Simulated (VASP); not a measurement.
# Cr (Im-3m) in VASP: further runs, part 2 of 2

VASP 6.6.1. The steps go on from the part before.

### 4 Relaxation of cell and atoms, PBE

This run uses another cell than the first one, of 11.99 Å³/atom, 1.036 times its volume.

The input, INCAR:

```
  PREC = Accurate
  ENCUT = 500
  EDIFF = 1E-7
  ISMEAR = 0
  SIGMA = 0.1
  LREAL = False
  LASPH = True
  NELM = 120
  ALGO = Normal
  ISIF = 3
  LWAVE = False
  LCHARG = False
  GGA = PE
  IBRION = 2
  NSW = 100
  EDIFFG = -0.05
  GGA_COMPAT = False
  NELMIN = 4
```

The input, KPOINTS:

```
Automatic mesh
0
Gamma
  10 10 10
```

The input, POSCAR:

```
Cr
1.0
   -1.4419500000      1.4419500000      1.4419500000
    1.4419500000     -1.4419500000      1.4419500000
    1.4419500000      1.4419500000     -1.4419500000
Cr
1
Direct
    0.0000000000      0.0000000000      0.0000000000
```

Potentials or basis: VASP PAW PBE potentials, release 64 (Cr_pv).

Launch:

```console
> cat potpaw_PBE.64/Cr_pv/POTCAR > POTCAR
> mpirun -np 1 vasp_std > vasp.out
```

OUTCAR:

```text
PREC = Accurate
   ENCUT = 500
   EDIFF = 1E-7
   ISMEAR = 0
   LREAL = False
   LASPH = True
   NELM = 120
   ISIF = 3
   GGA = PE
   IBRION = 2
   NSW = 100
   EDIFFG = -0.05
   NELMIN = 4

 ion  position               nearest neighbor table
   1  0.000  0.000  0.000-

  LATTYP: Found a body centered cubic cell.
 ALAT       =     2.8839000000

  Lattice vectors:

 A1 = (  -1.4419500000,   1.4419500000,   1.4419500000)
 A2 = (   1.4419500000,  -1.4419500000,   1.4419500000)
 A3 = (   1.4419500000,   1.4419500000,  -1.4419500000)

Analysis of symmetry for initial positions (statically):
=====================================================================
 Subroutine PRICEL returns:
[... 247 lines left out ...]

  energy without entropy =       -9.50449600  energy(sigma->0) =       -9.50686211

 E-fermi :  11.0018     XC(G=0): -13.6757

 val. band max:       10.9451914563   @ k =   0.1000   0.1000   0.0000
 cond. band min:      11.0121835845   @ k =   0.4000   0.0000   0.0000
 fundamental gap:      0.0669921282
 Fermi energy:        11.0018031224

 k-point     1 :       0.0000    0.0000    0.0000
  band No.  band energies     occupation
      1     -31.7846      2.00000
      2     -31.7846      2.00000
      3     -31.7846      2.00000
      4       3.1122      2.00000
      5      10.0385      2.00000
      6      10.0385      2.00000
      7      10.0385      2.00000
      8      12.0896      0.00000
      9      12.0896      0.00000
     10      18.0387      0.00000
[... 287 lines left out ...]
 k-point    24 :      -0.3000    0.3000    0.1000
  band No.  band energies     occupation
      1     -32.3788      2.00000
      2     -32.0054      2.00000
      3     -31.8550      2.00000
      4       6.3498      2.00000
      5       9.2929      2.00000
      6       9.5838      2.00000
      7      11.3749      0.00000
      8      12.2070      0.00000
      9      12.7409      0.00000
     10      18.0377      0.00000

 [... further k-points ...]
[... 5 lines left out ...]
  --------------------------------------------------------------------------------------
  -------------------------------------------------------------------------------------
  Total       -0.0121353     -0.0121353     -0.0121353      0.0000000      0.0000000      0.0000000
  in kB       -1.6828271     -1.6828271     -1.6828271      0.0000000      0.0000000      0.0000000
  external PRESSURE =      -1.6828271 kB  Pullay stress =       0.0000000 kB
[... 16 lines left out ...]
  FREE ENERGIE OF THE ION-ELECTRON SYSTEM (eV)
  ---------------------------------------------------
  free  energy   TOTEN  =        -9.5092282210 eV

  energy  without entropy=       -9.5044960027  energy(sigma->0) =       -9.50686211

 reached required accuracy - stopping structural energy minimisation
```

CONTCAR:

```text
Cr
   1.00000000000000
    -1.4241450312818380    1.4241450312818380    1.4241450312818380
     1.4241450312818380   -1.4241450312818380    1.4241450312818380
     1.4241450312818380    1.4241450312818380   -1.4241450312818380
  Cr
     1
Direct
     0.0000000000000000    0.0000000000000000    0.0000000000000000

  0.00000000E+00  0.00000000E+00  0.00000000E+00
```

Run time: 9.6 s. Hardware: 1 thread of Intel Xeon 6975P-C, shared host; peak memory 0.12 GiB.

What came out:

```
Free energy                            : -9.5092 eV
Relaxed volume                         : 11.55 Å³/atom
Relaxed cell                           : a = 2.467 Å, b = 2.467 Å, c = 2.467 Å, α = 109.47°, β = 109.47°, γ = 109.47°
Space group after relaxing (to 0.05 Å) : Im-3m (No. 229)
Energy gained by relaxing              : 13.1 meV/atom
Ionic steps                            : 3
Pressure after relaxing                : -0.2 GPa
Band gap on the k mesh                 : zero (band 6 reaches 13.39 eV, above the bottom of band 7 at 10.04 eV)
```

The path:
```csv
step,energy change (eV),largest force (eV/Å),pressure (GPa),volume (Å³)
1,0.0000,0.0000,-9.13,11.99
2,0.0253,0.0000,18.54,10.84
3,-0.0131,0.0000,-0.17,11.55
```

Final structure:
```cif
data_structure
_symmetry_space_group_name_H-M 'P 1'
_symmetry_Int_Tables_number 1
_cell_length_a 2.4667
_cell_length_b 2.4667
_cell_length_c 2.4667
_cell_angle_alpha 109.471
_cell_angle_beta 109.471
_cell_angle_gamma 109.471
_cell_volume 11.55
loop_
_atom_site_label
_atom_site_type_symbol
_atom_site_fract_x
_atom_site_fract_y
_atom_site_fract_z
_atom_site_occupancy
Cr1 Cr 0.00000 0.00000 0.00000 1
```

Levels at points of the mesh, in eV from the Fermi level:
```csv
k point,band 2,band 3,band 4,band 5,band 6,band 7,band 8,band 9,band 10
"(0.00, 0.00, 0.00)",-42.79,-42.79,-7.89,-0.96,-0.96,-0.96,1.09,1.09,7.04
"(0.50, 0.00, 0.00)",-43.07,-42.79,-4.47,-2.51,1.08,1.09,1.43,2.78,7.03
"(0.50, 0.50, 0.50)",-43.41,-43.41,-4.35,-4.35,2.38,2.38,2.38,7.03,10.57
```

Caveat: the run has no spin polarisation, though such a crystal can be magnetic.

### 5 Single point, PBE

The input, INCAR:

```
SYSTEM = Cr
ALGO     = Normal         ! electronic algorithm
EDIFF    = 1E-6           ! SCF threshold, eV
ENCUT    = 600            ! plane-wave cutoff, eV
GGA      = PE             ! functional
GGA_COMPAT= .False.      
ISIF     = 2              ! what is computed and relaxed
ISMEAR   = 0              ! smearing method
LASPH    = .True.         ! aspherical terms in the spheres
LCHARG   = .True.         ! write CHGCAR
LELF     = .True.         ! ELF
LREAL    = .False.        ! projectors in reciprocal space
LVHAR    = .True.       
LWAVE    = .False.        ! write WAVECAR
NBANDS   = 13             ! bands
NELM     = 120            ! most SCF steps
PREC     = Accurate       ! precision mode
SIGMA    = 0.1            ! smearing width, eV
```

The input, KPOINTS:

```
k-points
0
Gamma
  20 20 20
  0 0 0
```

The input, POSCAR:

```
Cr
1.0
   -1.4239150041      1.4239150041      1.4239150041
    1.4239150041     -1.4239150041      1.4239150041
    1.4239150041      1.4239150041     -1.4239150041
Cr
1
Direct
    0.0000000000      0.0000000000      0.0000000000
```

Potentials or basis: VASP PAW PBE potentials, release 64 (Cr_sv).

Launch:

```console
> cat potpaw_PBE.64/Cr_sv/POTCAR > POTCAR
> mpirun -np 1 vasp_std > vasp.out
```

Run time: 47 s. Hardware: 1 thread of AMD EPYC 7R43 (Zen 3), shared host; peak memory 0.11 GiB.

Results (log left out):

```
Free energy            : -9.6098 eV
Pressure               : -3.1 GPa
Band gap on the k mesh : zero (band 7 reaches 16.47 eV, above the bottom of band 8 at 13.10 eV)
```

Levels at points of the mesh, in eV from the Fermi level:
| k point | band 5 | band 6 | band 7 | band 8 | band 9 | band 10 |
| --- | --- | --- | --- | --- | --- | --- |
| (0.00, 0.00, 0.00) | -7.92 | -0.93 | -0.93 | -0.93 | 1.14 | 1.14 |
| (0.50, 0.00, 0.00) | -4.47 | -2.48 | 1.04 | 1.14 | 1.48 | 2.84 |
| (0.50, 0.50, 0.50) | -4.35 | -4.35 | 2.45 | 2.45 | 2.45 | 10.55 |

Caveat: the run has no spin polarisation, though such a crystal can be magnetic. Spin polarisation is off, so any magnetic state and its effect on volume and gap are missing.

### 6 Summary

```csv
task,potentials or basis,cell,k mesh,cutoff (eV),second run,gap on the mesh (eV),pressure (GPa),relaxed volume (Å³/atom)
relaxation of cell and atoms,"VASP PAW PBE potentials, release 64 (Cr_pv)","relaxed from a = 2.468 Å, angles 109.5°, 1 atom",20 × 20 × 20,600,-,none,0.0,11.52
relaxation of cell and atoms,"VASP PAW PBE potentials, release 64 (Cr_pv)","relaxed from a = 2.498 Å, angles 109.5°, 1 atom",10 × 10 × 10,500,-,none,-0.2,11.55
single point,"VASP PAW PBE potentials, release 64 (Cr_sv)","a = 2.466 Å, angles 109.5°, 1 atom",20 × 20 × 20,600,valence_matched,none,-3.1,-
```

Alike in all rows: level PBE; no spin polarisation; smearing gaussian 0.1 eV.

Caveats: the run has no spin polarisation, though such a crystal can be magnetic.

Absolute energies hang on the potentials; compare differences alone.
